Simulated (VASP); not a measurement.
# BN (F-43m) in VASP: further runs

Runs on BN. Level: LDA. Tasks: single point.

Everything below comes from runs of VASP 6.6.1. Logs are shortened: lines on timing, memory, paths and dates and some standing lists are left out, and cuts for length are marked.

### Step 1. The cell of the first run

It takes space group F-43m (No. 216, cubic). The conventional cell has a = 3.604 Å, b = 3.604 Å, c = 3.604 Å, α = 90.00°, β = 90.00°, γ = 90.00°. B (site symmetry -43m) has 4 N at 1.56 Å within 2.1 Å. N (site symmetry -43m) has 4 B at 1.56 Å within 2.1 Å.

### Step 2. Single point, LDA (5.85 Å³/atom)

Input file INCAR:

```
SYSTEM = BN
PREC     = Accurate       ! precision mode
ENCUT    = 1330           ! plane-wave cutoff, eV
EDIFF    = 1E-6           ! SCF threshold, eV
ISMEAR   = 0              ! smearing method
SIGMA    = 0.01           ! smearing width, eV
LREAL    = .FALSE.        ! projectors in reciprocal space
LASPH    = .TRUE.         ! aspherical terms in the spheres
NELM     = 120            ! most SCF steps
ALGO     = Normal         ! electronic algorithm
ISIF     = 2              ! what is computed and relaxed
LWAVE    = .FALSE.        ! write WAVECAR
LCHARG   = .FALSE.        ! write CHGCAR
GGA      = CA             ! functional
NBANDS   = 11             ! bands
GGA_COMPAT= .FALSE.
```

Input file KPOINTS:

```
regular mesh
0
G
  12 12 12
  0 0 0
```

Input file POSCAR:

```
BN
1.0
    0.0000000000      1.8021308860      1.8021308860
    1.8021308860      0.0000000000      1.8021308860
    1.8021308860      1.8021308860      0.0000000000
B N
1 1
Direct
    0.0000000000      0.0000000000      0.0000000000
    0.7500000000      0.7500000000      0.7500000000
```

Potentials or basis: VASP PAW LDA potentials, release 64 (B_h, N_h).

Launch:

```console
cat potpaw_LDA.64/B_h/POTCAR potpaw_LDA.64/N_h/POTCAR > POTCAR
mpirun -np 1 vasp_std > vasp.out
```

OUTCAR:

```text
SYSTEM = BN
   PREC = Accurate
   ENCUT = 1330
   EDIFF = 1E-6
   ISMEAR = 0
   LREAL = .FALSE.
   LASPH = .TRUE.
   NELM = 120
   ISIF = 2
   GGA = CA

 ion  position               nearest neighbor table
   1  0.000  0.000  0.000-
   2  0.750  0.750  0.750-

  LATTYP: Found a face centered cubic cell.
 ALAT       =     3.6042617720

  Lattice vectors:

 A1 = (   0.0000000000,   1.8021308860,   1.8021308860)
 A2 = (   1.8021308860,   0.0000000000,   1.8021308860)
 A3 = (   1.8021308860,   1.8021308860,   0.0000000000)

Analysis of symmetry for initial positions (statically):
=====================================================================
 Subroutine PRICEL returns:
 Original cell was already a primitive cell.

 Routine SETGRP: Setting up the symmetry group for a
 face centered cubic supercell.

 Subroutine GETGRP returns: Found 24 space group operations
 (whereof 24 operations were pure point group operations)
 out of a pool of 48 trial point group operations.

The static configuration has the point symmetry T_d .

Analysis of symmetry for dynamics (positions and initial velocities):
=====================================================================
 Subroutine PRICEL returns:
 Original cell was already a primitive cell.

 Routine SETGRP: Setting up the symmetry group for a
 face centered cubic supercell.

 Subroutine GETGRP returns: Found 24 space group operations
 (whereof 24 operations were pure point group operations)
 out of a pool of 48 trial point group operations.

The dynamic configuration has the point symmetry T_d .

 Subroutine INISYM returns: Found 24 space group operations
 (whereof 24 operations are pure point group operations),
 and found     1 'primitive' translations

----------------------------------------------------------------------------------------

                                     Primitive cell

  volume of cell :      11.7055

  direct lattice vectors                    reciprocal lattice vectors
     0.000000000  1.802130886  1.802130886    -0.277449326  0.277449326  0.277449326
     1.802130886  0.000000000  1.802130886     0.277449326 -0.277449326  0.277449326
     1.802130886  1.802130886  0.000000000     0.277449326  0.277449326 -0.277449326

  length of vectors
     2.548597940  2.548597940  2.548597940     0.480556329  0.480556329  0.480556329

  position of ions in fractional coordinates (direct lattice)
     0.000000000  0.000000000  0.000000000
     0.750000000  0.750000000  0.750000000

  ion indices of the primitive-cell ions
   primitive index   ion index
                 1           1
                 2           2

----------------------------------------------------------------------------------------

 KPOINTS: regular mesh

Automatic generation of k-mesh.
 Grid dimensions read from file:
 generate k-points for:   12   12   12

 Generating k-lattice:

  Cartesian coordinates                     Fractional coordinates (reciprocal lattice)
    -0.023120777  0.023120777  0.023120777     0.083333333  0.000000000  0.000000000
     0.023120777 -0.023120777  0.023120777     0.000000000  0.083333333  0.000000000
     0.023120777  0.023120777 -0.023120777     0.000000000  0.000000000  0.083333333

  Length of vectors
     0.040046361  0.040046361  0.040046361

  Shift w.r.t. Gamma in fractional coordinates (k-lattice)
     0.000000000  0.000000000  0.000000000

 Subroutine IBZKPT returns following result:
 ===========================================

 Found     72 irreducible k-points:

 Following reciprocal coordinates:
            Coordinates               Weight
  0.000000  0.000000  0.000000      1.000000
  0.083333  0.000000  0.000000      8.000000
  0.166667  0.000000  0.000000      8.000000
  0.250000  0.000000  0.000000      8.000000
  0.333333  0.000000  0.000000      8.000000
  0.416667  0.000000  0.000000      8.000000
[... 16 lines left out ...]
  0.500000  0.166667  0.000000     24.000000
 -0.416667  0.166667  0.000000     24.000000
 [... further k-points ...]
   k-points           NKPTS =     72   k-points in BZ     NKDIM =     72   number of bands    NBANDS=     11
   number of dos      NEDOS =    301   number of ions     NIONS =      2
   total plane-waves  NPLWV =  27000
   dimension x,y,z NGX =    30 NGY =   30 NGZ =   30
   dimension x,y,z NGXF=    60 NGYF=   60 NGZF=   60
   ions per type =               1   1
   NGX,Y,Z   is equivalent  to a cutoff of  19.57, 19.57, 19.57 a.u.
   NGXF,Y,Z  is equivalent  to a cutoff of  39.14, 39.14, 39.14 a.u.
 SYSTEM =  BN
   PREC   = accura    normal or accurate (medium, high low for compatibility)
   ISTART =      0    job   : 0-new  1-cont  2-samecut
   ICHARG =      2    charge: 1-file 2-atom 10-const
   ISPIN  =      1    spin polarized calculation?
   LNONCOLLINEAR =      F non collinear calculations
   LSORBIT =      F    spin-orbit coupling
   LASPH  =      T    aspherical Exc in radial PAW
   ENCUT  = 1330.0 eV  97.75 Ry    9.89 a.u.   7.58  7.58  7.58*2*pi/ulx,y,z
   NELM   =    120;   NELMIN=  2; NELMDL= -5     # of ELM steps
   EDIFF  = 0.1E-05   stopping-criterion for ELM
   LREAL  =      F    real-space projection
[... 7 lines left out ...]
   TEBEG  =    0.0;   TEEND  =   0.0 temperature during run
   PSTRESS=    0.0 pullay stress
   NELECT =       8.0000    total number of electrons
   NUPDOWN=      -1.0000    fix difference up-down
   EMIN   =  10.00;   EMAX   =-10.00  energy-range for DOS
   EFERMI =   0.00;   METHOD = LEGACY
   ISMEAR =     0;   SIGMA  =   0.01  broadening in eV -4-tet -1-fermi 0-gaus
   EFERMI_NEDOS =   21; number of points for ismear=-14 and -15
   IALGO  =     38    algorithm
   IMIX   =      4    mixing-type and parameters
     AMIX     =   0.40;   BMIX     =  1.00
     AMIX_MAG =   1.60;   BMIX_MAG =  1.00
  volume/ion in A,a.u.               =       5.85        39.50
  Fermi-wavevector in a.u.,A,eV,Ry     =   1.442033  2.725047 28.292755  2.079459
  Thomas-Fermi vector in A             =   2.560598
   LORBIT       =      0    0 simple, 1 ext, 2 COOP (PROOUT), +10 PAW based schemes
   GGA     = CA    functional components
   LHFCALC =     F    Hartree Fock is set to
   AEXX    =    0.0000 exact exchange contribution
   IVDW    =     0    specifies the selected vdW correction
   LEPSILON=     F    determine dielectric tensor
   LRPA    =     F    only Hartree local field effects (RPA)
 non-spin polarized calculation
 Gauss-broadening in eV      SIGMA  =   0.01
  energy-cutoff  :     1330.00
  volume of cell :       11.71
 maximum number of plane-waves:      1308
   NGX = 15   NGY = 15   NGZ = 15

 number of electron       8.0000000 magnetization

 Free energy of the ion-electron system (eV)
  ---------------------------------------------------
  ext. energy  EPLUGINS =         0.00000000
  ---------------------------------------------------
  free energy    TOTEN  =       -19.41699632 eV

  energy without entropy =      -19.41699632  energy(sigma->0) =      -19.41699632

 E-fermi :   9.0757     XC(G=0): -13.3098

 val. band max:        8.9748068908   @ k =   0.0000   0.0000   0.0000
 cond. band min:      13.3330053417   @ k =   0.5000   0.5000   0.0000
 fundamental gap:      4.3581984509
 Fermi energy:         9.0757401058

 k-point     1 :       0.0000    0.0000    0.0000
  band No.  band energies     occupation
      1     -11.1967      2.00000
      2       8.9748      2.00000
      3       8.9748      2.00000
      4       8.9748      2.00000
      5      17.7039      0.00000
      6      17.7039      0.00000
      7      17.7039      0.00000
      8      19.5588      0.00000
      9      33.6373      0.00000
     10      36.8586      0.00000
     11      36.8586      0.00000

 k-point     2 :       0.0833    0.0000    0.0000
  band No.  band energies     occupation
      1     -11.0260      2.00000
      2       8.0639      2.00000
      3       8.7906      2.00000
      4       8.7906      2.00000
      5      17.9473      0.00000
      6      17.9809      0.00000
      7      17.9809      0.00000
      8      20.0841      0.00000
      9      33.3632      0.00000
     10      34.5148      0.00000
     11      34.5148      0.00000

 k-point     3 :       0.1667    0.0000    0.0000
  band No.  band energies     occupation
      1     -10.5195      2.00000
      2       5.9622      2.00000
      3       8.3438      2.00000
      4       8.3438      2.00000
      5      18.3339      0.00000
      6      18.6227      0.00000
      7      18.6227      0.00000
      8      21.3286      0.00000
      9      32.7267      0.00000
     10      32.9424      0.00000
     11      32.9424      0.00000

 k-point     4 :       0.2500    0.0000    0.0000
  band No.  band energies     occupation
      1      -9.6991      2.00000
      2       3.4850      2.00000
      3       7.8296      2.00000
      4       7.8296      2.00000
      5      18.7013      0.00000
      6      19.2326      0.00000
      7      19.2326      0.00000
      8      22.5691      0.00000
      9      32.1781      0.00000
     10      32.5298      0.00000
     11      32.5298      0.00000

 k-point     5 :       0.3333    0.0000    0.0000
  band No.  band energies     occupation
      1      -8.6241      2.00000
      2       1.0732      2.00000
      3       7.3920      2.00000
      4       7.3920      2.00000
      5      19.0182      0.00000
      6      19.5427      0.00000
      7      19.5427      0.00000
      8      23.4412      0.00000
      9      31.9807      0.00000
     10      33.3175      0.00000
     11      33.3175      0.00000
[... 211 lines left out ...]
 k-point    21 :       0.3333    0.1667    0.0000
  band No.  band energies     occupation
      1      -8.7999      2.00000
      2       2.8864      2.00000
      3       6.1613      2.00000
      4       6.4835      2.00000
      5      17.0105      0.00000
      6      21.3410      0.00000
      7      21.6994      0.00000
      8      21.7161      0.00000
      9      28.3107      0.00000
     10      35.3380      0.00000
     11      37.0997      0.00000

 k-point    22 :       0.4167    0.1667    0.0000
  band No.  band energies     occupation
      1      -7.7077      2.00000
      2       0.7631      2.00000
      3       5.8297      2.00000
      4       5.9766      2.00000
      5      17.4154      0.00000
      6      21.4374      0.00000
      7      21.7832      0.00000
      8      22.7080      0.00000
      9      29.1887      0.00000
     10      35.1231      0.00000
     11      37.3350      0.00000

 k-point    23 :       0.5000    0.1667    0.0000
  band No.  band energies     occupation
      1      -6.6991      2.00000
      2      -0.8374      2.00000
      3       5.2373      2.00000
      4       6.0516      2.00000
      5      17.7622      0.00000
      6      21.4024      0.00000
      7      21.5375      0.00000
      8      23.9933      0.00000
      9      29.5403      0.00000
     10      35.2867      0.00000
     11      36.5148      0.00000

 k-point    24 :      -0.4167    0.1667    0.0000
  band No.  band energies     occupation
      1      -6.5020      2.00000
      2      -1.1192      2.00000
      3       4.8290      2.00000
      4       6.3717      2.00000
      5      18.2108      0.00000
      6      21.1412      0.00000
      7      21.2663      0.00000
      8      24.6085      0.00000
      9      29.8201      0.00000
     10      34.2599      0.00000
     11      35.5441      0.00000

 [... further k-points ...]
[... 5 lines left out ...]
  --------------------------------------------------------------------------------------
  -------------------------------------------------------------------------------------
  Total       -0.5136938     -0.5136938     -0.5136938      0.0000000      0.0000000      0.0000000
  in kB      -70.3114240    -70.3114240    -70.3114240      0.0000000      0.0000000      0.0000000
  external PRESSURE =     -70.3114240 kB  Pullay stress =       0.0000000 kB

 VOLUME and BASIS-vectors are now :
 -----------------------------------------------------------------------------
  energy-cutoff  :     1330.00
  volume of cell :       11.71
      direct lattice vectors                 reciprocal lattice vectors
     0.000000000  1.802130886  1.802130886    -0.277449326  0.277449326  0.277449326
     1.802130886  0.000000000  1.802130886     0.277449326 -0.277449326  0.277449326
     1.802130886  1.802130886  0.000000000     0.277449326  0.277449326 -0.277449326

 POSITION                                       TOTAL-FORCE (eV/Angst)
 -----------------------------------------------------------------------------------
      0.00000      0.00000      0.00000         0.000000     -0.000000     -0.000000
      2.70320      2.70320      2.70320        -0.000000      0.000000      0.000000
 -----------------------------------------------------------------------------------
    total drift:                               -0.000000     -0.000000      0.000000

  FREE ENERGIE OF THE ION-ELECTRON SYSTEM (eV)
  ---------------------------------------------------
  free  energy   TOTEN  =       -19.4169963203 eV

  energy  without entropy=      -19.4169963203  energy(sigma->0) =      -19.41699632
```

Wall time 25 s (1 thread of AMD EPYC 7R13 (Zen 3), shared host); peak memory 0.13 GiB.

Results:

* Free energy: -19.4170 eV
* Pressure: -7.0 GPa
* Band gap on the k mesh: 4.36 eV (least direct gap 8.73 eV)

Levels at points of the mesh, in eV from the valence-band top:
```tsv
k point	band 1	band 2	band 3	band 4	band 5	band 6	band 7	band 8
(0.00, 0.00, 0.00)	-20.17	0.00	0.00	0.00	8.73	8.73	8.73	10.58
(0.50, 0.00, 0.00)	-15.84	-10.80	-1.97	-1.97	10.33	10.62	10.62	15.10
(0.50, 0.50, 0.00)	-14.46	-8.94	-4.97	-4.97	4.36	9.20	17.84	17.84
```

Caveat: the cell stands under tension.

### Step 3. Single point, LDA

This run uses another cell than the first one, of 5.75 Å³/atom.

Input file INCAR:

```
SYSTEM = BN
ALGO = Normal
EDIFF = 1E-6
ENCUT = 1330
GGA = CA
GGA_COMPAT = .FALSE.
ISIF = 2
ISMEAR = 0
LASPH = .TRUE.
LCHARG = .FALSE.
LREAL = .FALSE.
LWAVE = .FALSE.
NBANDS = 11
NELM = 120
PREC = Accurate
SIGMA = 0.01
```

Input file KPOINTS:

```
k-points
0
G
  12 12 12
  0 0 0
```

Input file POSCAR:

```
BN
1.0
    0.0000000000      1.7917561120      1.7917561120
    1.7917561120      0.0000000000      1.7917561120
    1.7917561120      1.7917561120      0.0000000000
B N
1 1
Direct
    0.0000000000      0.0000000000      0.0000000000
    0.7500000000      0.7500000000      0.7500000000
```

Potentials or basis: VASP PAW LDA potentials, release 64 (B_h, N_h).

Launch:

```console
cat potpaw_LDA.64/B_h/POTCAR potpaw_LDA.64/N_h/POTCAR > POTCAR
mpirun -np 1 vasp_std > vasp.out
```

It took 15 s on 1 thread of Intel Xeon Platinum 8488C (Sapphire Rapids), shared host; peak memory 0.16 GiB.

The run converged. Its results:

```
Free energy            : -19.4213 eV
Pressure               : -0.3 GPa
Band gap on the k mesh : 4.38 eV (least direct gap 8.81 eV)
```

Levels at points of the mesh, in eV from the valence-band top:
```
           k point  band 1  band 2  band 3  band 4  band 5  band 6  band 7  band 8
(0.00, 0.00, 0.00)  -20.37    0.00    0.00    0.00    8.81    8.81    8.81   10.87
(0.50, 0.00, 0.00)  -15.96  -10.96   -2.00   -2.00   10.56   10.71   10.71   15.28
(0.50, 0.50, 0.00)  -14.55   -9.06   -5.06   -5.06    4.38    9.30   18.10   18.10
```
